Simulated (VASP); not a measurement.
# KMgF3 (Amm2) in VASP: further runs

Runs on KMgF3. Level: PBEsol. Tasks: single point.

All numbers are computed with VASP 6.6.1; they aren't measurements. Logs are shortened: lines on timing, memory, paths and dates and some standing lists are left out, and cuts for length are marked.

### Step 1. The cell of the first run

Symmetry: Amm2, No. 38, orthorhombic system. Conventional cell: a = 3.986 Å, b = 5.637 Å, c = 5.637 Å, α = 90.00°, β = 90.00°, γ = 90.00°. K (site symmetry mm2) has 12 F at 2.57 to 3.07 Å and 8 Mg at 3.45 Å within 3.5 Å. Mg (site symmetry mm2) has 6 F at 1.82 to 2.18 Å within 2.4 Å. F (site symmetry mm2) has 2 Mg at 2.01 Å and 1 K at 2.57 Å within 2.7 Å. F (site symmetry m) has 2 Mg at 1.82 to 2.18 Å within 2.4 Å.

### Step 2. Single point, PBEsol

The input, INCAR:

```
  PREC = Accurate
  ENCUT = 520
  EDIFF = 1E-6
  ISMEAR = 0
  SIGMA = 0.05
  LREAL = F
  LASPH = T
  NELM = 60
  ALGO = Normal
  ISIF = 2
  LWAVE = F
  LCHARG = F
  GGA = PS
  NBANDS = 24
```

The input, KPOINTS:

```
Automatic mesh
0
Gamma
  6 6 6
```

The input, POSCAR:

```
KMgF3
1.0
    3.9859000000      0.0000000000      0.0000000000
    0.0000000000      3.9859000000      0.0000000000
    0.0000000000      0.0000000000      3.9859000000
K Mg F
1 1 3
Direct
    0.5000000000      0.5000000000      0.5000000000
    0.0000000000      0.0000000000      0.0000000000
    0.5000000000      0.0443505094      0.0443505094
    0.0000000000      0.5443505094      0.0443505094
    0.0000000000      0.0443505094      0.5443505094
```

Potentials or basis: VASP PAW PBE potentials, release 64 (K_sv, Mg, F).

Launch:

```console
> cat potpaw_PBE.64/K_sv/POTCAR potpaw_PBE.64/Mg/POTCAR potpaw_PBE.64/F/POTCAR > POTCAR
> mpirun -np 1 vasp_std > vasp.out
```

OUTCAR:

```text
PREC = Accurate
   ENCUT = 520
   EDIFF = 1E-6
   ISMEAR = 0
   LREAL = F
   LASPH = T
   NELM = 60
   ISIF = 2
   GGA = PS

 ion  position               nearest neighbor table
   1  0.500  0.500  0.500-   3 2.57   4 2.70   5 2.70   4 2.70   5 2.70   3 2.83   3 2.83   2 3.45
                             2 3.45   2 3.45   2 3.45   2 3.45   2 3.45   2 3.45   2 3.45
   2  0.000  0.000  0.000-   4 1.82   5 1.82   3 2.01   3 2.01   4 2.18   5 2.18   1 3.45   1 3.45
                             1 3.45   1 3.45   1 3.45   1 3.45   1 3.45   1 3.45
   3  0.500  0.044  0.044-   2 2.01   2 2.01   1 2.57   1 2.83   1 2.83
   4  0.000  0.544  0.044-   2 1.82   2 2.18   1 2.70   1 2.70
   5  0.000  0.044  0.544-   2 1.82   2 2.18   1 2.70   1 2.70

  LATTYP: Found a simple cubic cell.
 ALAT       =     3.9859000000

  Lattice vectors:

 A1 = (   3.9859000000,   0.0000000000,   0.0000000000)
 A2 = (   0.0000000000,   3.9859000000,   0.0000000000)
 A3 = (   0.0000000000,   0.0000000000,   3.9859000000)

Analysis of symmetry for initial positions (statically):
=====================================================================
 Subroutine PRICEL returns:
 Original cell was already a primitive cell.

 Routine SETGRP: Setting up the symmetry group for a
 simple cubic supercell.

 Subroutine GETGRP returns: Found  4 space group operations
 (whereof  4 operations were pure point group operations)
 out of a pool of 48 trial point group operations.

The static configuration has the point symmetry C_2v.

Analysis of symmetry for dynamics (positions and initial velocities):
=====================================================================
 Subroutine PRICEL returns:
 Original cell was already a primitive cell.

 Routine SETGRP: Setting up the symmetry group for a
 simple cubic supercell.

 Subroutine GETGRP returns: Found  4 space group operations
 (whereof  4 operations were pure point group operations)
 out of a pool of 48 trial point group operations.

The dynamic configuration has the point symmetry C_2v.

 Subroutine INISYM returns: Found  4 space group operations
 (whereof  4 operations are pure point group operations),
 and found     1 'primitive' translations

----------------------------------------------------------------------------------------

                                     Primitive cell

  volume of cell :      63.3256

  direct lattice vectors                    reciprocal lattice vectors
     3.985900000  0.000000000  0.000000000     0.250884367  0.000000000  0.000000000
     0.000000000  3.985900000  0.000000000     0.000000000  0.250884367  0.000000000
[... 96 lines left out ...]
   NFREE  =      0    steps in history (QN), initial steepest desc. (CG)
   ISIF   =      2    stress and relaxation
   ISYM   =      2    0-nonsym 1-usesym 2-fastsym
   POTIM  = 0.5000    time-step for ionic-motion
   TEBEG  =    0.0;   TEEND  =   0.0 temperature during run
   PSTRESS=    0.0 pullay stress
   NELECT =      32.0000    total number of electrons
   NUPDOWN=      -1.0000    fix difference up-down
   EMIN   =  10.00;   EMAX   =-10.00  energy-range for DOS
   EFERMI =   0.00;   METHOD = LEGACY
   ISMEAR =     0;   SIGMA  =   0.05  broadening in eV -4-tet -1-fermi 0-gaus
   EFERMI_NEDOS =   21; number of points for ismear=-14 and -15
   IALGO  =     38    algorithm
   IMIX   =      4    mixing-type and parameters
     AMIX     =   0.40;   BMIX     =  1.00
     AMIX_MAG =   1.60;   BMIX_MAG =  1.00
  volume/ion in A,a.u.               =      12.67        85.47
  Fermi-wavevector in a.u.,A,eV,Ry     =   1.303962  2.464132 23.134232  1.700318
  Thomas-Fermi vector in A             =   2.434930
   LORBIT       =      0    0 simple, 1 ext, 2 COOP (PROOUT), +10 PAW based schemes
   GGA     = PS    functional components
   LHFCALC =     F    Hartree Fock is set to
   AEXX    =    0.0000 exact exchange contribution
   IVDW    =     0    specifies the selected vdW correction
   LEPSILON=     F    determine dielectric tensor
   LRPA    =     F    only Hartree local field effects (RPA)
 non-spin polarized calculation
 Gauss-broadening in eV      SIGMA  =   0.05
  energy-cutoff  :      520.00
  volume of cell :       63.33
 maximum number of plane-waves:      1743
 NGX is ok and might be reduce to    30
   NGX = 15   NGY = 15   NGZ = 15

 number of electron      31.9999992 magnetization

 Free energy of the ion-electron system (eV)
  ---------------------------------------------------
  ext. energy  EPLUGINS =         0.00000000
  ---------------------------------------------------
  free energy    TOTEN  =       -24.96196005 eV

  energy without entropy =      -24.96196005  energy(sigma->0) =      -24.96196005

 E-fermi :  -1.4486     XC(G=0):  -9.9250

 val. band max:       -1.7287127153   @ k =   0.5000   0.5000   0.5000
 cond. band min:       5.3661943175   @ k =   0.0000   0.0000   0.0000
 fundamental gap:      7.0949070328
 Fermi energy:        -1.4485651141

 k-point     1 :       0.0000    0.0000    0.0000
  band No.  band energies     occupation
      1     -27.1389      2.00000
      2     -21.7448      2.00000
      3     -21.1186      2.00000
      4     -21.0542      2.00000
      5     -10.7131      2.00000
      6     -10.7116      2.00000
[... 637 lines left out ...]
     23      12.6035      0.00000
     24      12.7330      0.00000

 [... further k-points ...]

------------------------ aborting loop because EDIFF is reached ----------------------------------------

  FORCE on cell =-STRESS in cart. coord.  units (eV):
  Direction    XX          YY          ZZ          XY          YZ          ZX
  --------------------------------------------------------------------------------------
  -------------------------------------------------------------------------------------
  Total       -0.0638430      1.7838335      1.7838335      0.0000000     -0.2770949      0.0000000
  in kB       -1.6152682     45.1321174     45.1321174      0.0000000     -7.0106772      0.0000000
  external PRESSURE =      29.5496555 kB  Pullay stress =       0.0000000 kB

 VOLUME and BASIS-vectors are now :
 -----------------------------------------------------------------------------
  energy-cutoff  :      520.00
  volume of cell :       63.33
      direct lattice vectors                 reciprocal lattice vectors
     3.985900000  0.000000000  0.000000000     0.250884367  0.000000000  0.000000000
     0.000000000  3.985900000  0.000000000     0.000000000  0.250884367  0.000000000
     0.000000000  0.000000000  3.985900000     0.000000000  0.000000000  0.250884367

 POSITION                                       TOTAL-FORCE (eV/Angst)
 -----------------------------------------------------------------------------------
      1.99295      1.99295      1.99295         0.000000      0.217920      0.217920
      0.00000      0.00000      0.00000         0.000000      1.581274      1.581274
      1.99295      0.17678      0.17678         0.000000     -0.258625     -0.258625
      0.00000      2.16973      0.17678         0.000000     -1.417743     -0.122826
      0.00000      0.17678      2.16973         0.000000     -0.122826     -1.417743
 -----------------------------------------------------------------------------------
    total drift:                                0.000000     -0.002107     -0.002111

  FREE ENERGIE OF THE ION-ELECTRON SYSTEM (eV)
  ---------------------------------------------------
  free  energy   TOTEN  =       -24.9619600502 eV

  energy  without entropy=      -24.9619600502  energy(sigma->0) =      -24.96196005
```

OSZICAR:

```text
N       E                     dE             d eps       ncg     rms          rms(c)
DAV:   1     0.218193723733E+03    0.21819E+03   -0.17404E+04  2600   0.128E+03
DAV:   2    -0.151129324080E+02   -0.23331E+03   -0.22499E+03  3144   0.341E+02
DAV:   3    -0.264607912288E+02   -0.11348E+02   -0.11289E+02  3592   0.695E+01
DAV:   4    -0.269168215999E+02   -0.45603E+00   -0.45596E+00  3344   0.864E+00
DAV:   5    -0.269197853987E+02   -0.29638E-02   -0.29638E-02  3400   0.730E-01    0.837E+00
DAV:   6    -0.249953527320E+02    0.19244E+01   -0.61133E+00  2992   0.180E+01    0.421E+00
DAV:   7    -0.249710958189E+02    0.24257E-01   -0.20848E-01  3120   0.285E+00    0.250E+00
DAV:   8    -0.249620232157E+02    0.90726E-02   -0.65714E-02  3208   0.238E+00    0.294E-01
DAV:   9    -0.249617660084E+02    0.25721E-03   -0.13254E-02  3304   0.799E-01    0.143E-01
DAV:  10    -0.249619605148E+02   -0.19451E-03   -0.82303E-04  3032   0.206E-01    0.103E-01
DAV:  11    -0.249619551674E+02    0.53474E-05   -0.59510E-05  3256   0.603E-02    0.492E-02
DAV:  12    -0.249619598343E+02   -0.46669E-05   -0.47058E-05  2936   0.526E-02    0.330E-03
DAV:  13    -0.249619600502E+02   -0.21598E-06   -0.17560E-06  2832   0.818E-03
   1 F= -.24961960E+02 E0= -.24961960E+02  d E =-.322482E-17
```

Wall time 45 s (1 thread of Intel Xeon Platinum 8488C (Sapphire Rapids), shared host); peak memory 0.21 GiB.

What came out:

```
Free energy            : -24.9620 eV
Pressure               : 3.0 GPa
Largest force          : 2.236 eV/Å
Band gap on the k mesh : 7.09 eV (least direct gap 7.42 eV)
```

Forces in eV/Å, atoms in the order of the input:
```
K    0.000  0.218  0.218
Mg   0.000  1.581  1.581
F    0.000 -0.259 -0.259
F    0.000 -1.418 -0.123
F    0.000 -0.123 -1.418
```

Levels at points of the mesh, in eV from the valence-band top:
```
           k point  band 13  band 14  band 15  band 16  band 17  band 18  band 19  band 20
(0.00, 0.00, 0.00)    -0.64    -0.36    -0.34    -0.32     7.09    10.05    10.05    12.17
(0.50, 0.00, 0.00)    -0.83    -0.82    -0.62    -0.55     9.87    10.21    11.04    12.51
(0.00, 0.50, 0.00)    -0.92    -0.86    -0.55    -0.51     9.89    10.23    11.10    12.70
(0.50, 0.50, 0.00)    -1.08    -0.89    -0.85    -0.03    10.73    11.51    12.14    12.30
(0.00, 0.50, 0.50)    -1.07    -0.86    -0.86    -0.06    10.60    11.67    12.22    12.41
(0.50, 0.50, 0.50)    -1.06    -0.05    -0.03     0.00    10.33    10.37    10.41    13.19
```

Caveat: the cell differs from its parent crystal (all F atoms moved -0.250 Å, as atom 3 towards its neighbour atom 1 (K) at 2.818 Å); the PAW data sets were made with another functional, which shifts forces and pressure a little. A k mesh can miss the band edges.

### Step 3. Single point, PBEsol

The input, INCAR:

```
PREC = Accurate
ENCUT = 520
EDIFF = 1E-6
ISMEAR = 0
SIGMA = 0.05
LREAL = F
LASPH = T
NELM = 100
ALGO = Normal
ISIF = 2
LWAVE = F
LCHARG = F
GGA = PS
NBANDS = 24
```

The input, KPOINTS:

```
regular mesh
0
Gamma
  6 6 6
```

The input, POSCAR:

```
KMgF3
1.0
    3.9859000000      0.0000000000      0.0000000000
    0.0000000000      3.9859000000      0.0000000000
    0.0000000000      0.0000000000      3.9859000000
K Mg F
1 1 3
Direct
    0.5000000000      0.5000000000      0.5000000000
    0.0000000000      0.0000000000      0.0000000000
    0.5000000000     -0.0221752547     -0.0221752547
    0.0000000000      0.4778247453     -0.0221752547
    0.0000000000     -0.0221752547      0.4778247453
```

Potentials or basis: VASP PAW PBE potentials, release 64 (K_sv, Mg, F).

Launch:

```console
> cat potpaw_PBE.64/K_sv/POTCAR potpaw_PBE.64/Mg/POTCAR potpaw_PBE.64/F/POTCAR > POTCAR
> mpirun -np 1 vasp_std > vasp.out
```

Run time: 46 s. Hardware: 1 thread of Intel Xeon Platinum 8488C (Sapphire Rapids), shared host; peak memory 0.21 GiB.

It converged, with:

```
Free energy            : -25.1910 eV
Pressure               : 0.7 GPa
Largest force          : 1.040 eV/Å
Band gap on the k mesh : 7.12 eV (least direct gap 7.44 eV)
```

Forces on the atoms (eV/Å):
```
K    0.000 -0.092 -0.092
Mg   0.000 -0.735 -0.735
F    0.000  0.108  0.108
F    0.000  0.628  0.091
F    0.000  0.091  0.628
```

Stress tensor (GPa, compression positive):
```
-0.11  0.00  0.00
 0.00  1.05 -0.14
 0.00 -0.14  1.05
```

Levels at points of the mesh, in eV from the valence-band top:
```csv
k point,band 12,band 13,band 14,band 15,band 16,band 17,band 18,band 19,band 20,band 21
"(0.00, 0.00, 0.00)",-0.65,-0.63,-0.34,-0.33,-0.32,7.12,9.97,9.97,12.14,12.18
"(0.50, 0.00, 0.00)",-0.90,-0.86,-0.86,-0.56,-0.54,9.93,10.27,11.02,12.67,12.77
"(0.00, 0.50, 0.00)",-0.90,-0.89,-0.87,-0.54,-0.53,9.94,10.27,11.03,12.73,12.74
"(0.50, 0.50, 0.00)",-1.09,-1.07,-0.90,-0.89,-0.02,10.79,11.56,12.34,12.38,12.84
"(0.00, 0.50, 0.50)",-1.07,-1.06,-0.90,-0.90,-0.03,10.76,11.60,12.37,12.44,12.75
"(0.50, 0.50, 0.50)",-1.12,-1.11,-0.01,-0.01,0.00,10.31,10.32,10.33,13.58,14.09
```

Caveat: the cell differs from its parent crystal (all F atoms moved +0.125 Å, as atom 3 towards its neighbour atom 1 (K) at 2.818 Å); the PAW data sets were made with another functional, which shifts forces and pressure a little. A k mesh can miss the band edges.

### Step 4. Single point, PBEsol

The input, INCAR:

```
PREC = Accurate ; ENCUT = 520
EDIFF = 1E-7 ; ISMEAR = 0
SIGMA = 0.05 ; LREAL = False
LASPH = True ; NELM = 100
ALGO = Normal ; ISIF = 2
LWAVE = False ; LCHARG = False
GGA = PS ; NBANDS = 24
```

The input, KPOINTS:

```
Automatic mesh
0
Gamma
  6 6 6
```

The input, POSCAR:

```
KMgF3
1.0
    3.9859000000      0.0000000000      0.0000000000
    0.0000000000      3.9859000000      0.0000000000
    0.0000000000      0.0000000000      3.9859000000
K Mg F
1 1 3
Direct
    0.5000000000      0.5000000000      0.5000000000
    0.0000000000      0.0000000000      0.0000000000
    0.5000000000     -0.0776133914     -0.0776133914
    0.0000000000      0.4223866086     -0.0776133914
    0.0000000000     -0.0776133914      0.4223866086
```

Launch:

```console
> cat potpaw_PBE.64/K_sv/POTCAR potpaw_PBE.64/Mg/POTCAR potpaw_PBE.64/F/POTCAR > POTCAR
> mpirun -np 1 vasp_std > vasp.out
```

It took 49 s on 1 thread of Intel Xeon Platinum 8488C (Sapphire Rapids), shared host; peak memory 0.21 GiB.

It converged, with:

- Free energy: -24.2389 eV
- Pressure: 9.5 GPa
- Largest force: 4.541 eV/Å
- Band gap on the k mesh: 7.03 eV (least direct gap 7.35 eV)

Forces on the atoms (eV/Å):
```
K    0.000 -0.567 -0.567
Mg   0.000 -3.211 -3.211
F    0.000  0.677  0.677
F    0.000  3.221 -0.120
F    0.000 -0.120  3.221
```

Stress tensor (GPa, compression positive):
```
-0.13  0.00  0.00
 0.00 14.34 -3.14
 0.00 -3.14 14.34
```

Levels at points of the mesh, in eV from the valence-band top:
```
           k point  band 14  band 15  band 16  band 17  band 18  band 19
(0.00, 0.00, 0.00)    -0.38    -0.36    -0.32     7.03    10.24    10.28
(0.50, 0.00, 0.00)    -0.77    -0.70    -0.57     9.70    10.04    11.12
(0.00, 0.50, 0.00)    -0.83    -0.58    -0.46     9.72    10.17    11.26
(0.50, 0.50, 0.00)    -0.86    -0.74    -0.05    10.58    11.34    11.86
(0.00, 0.50, 0.50)    -0.78    -0.76    -0.13    10.18    11.87    12.00
(0.50, 0.50, 0.50)    -0.15    -0.09     0.00    10.39    10.42    10.62
```

Caveat: the cell differs from its parent crystal (all F atoms moved +0.438 Å, as atom 3 towards its neighbour atom 1 (K) at 2.818 Å); the cell stands under pressure; the PAW data sets were made with another functional, which shifts forces and pressure a little. A k mesh can miss the band edges.

[end of part 1 of 2]
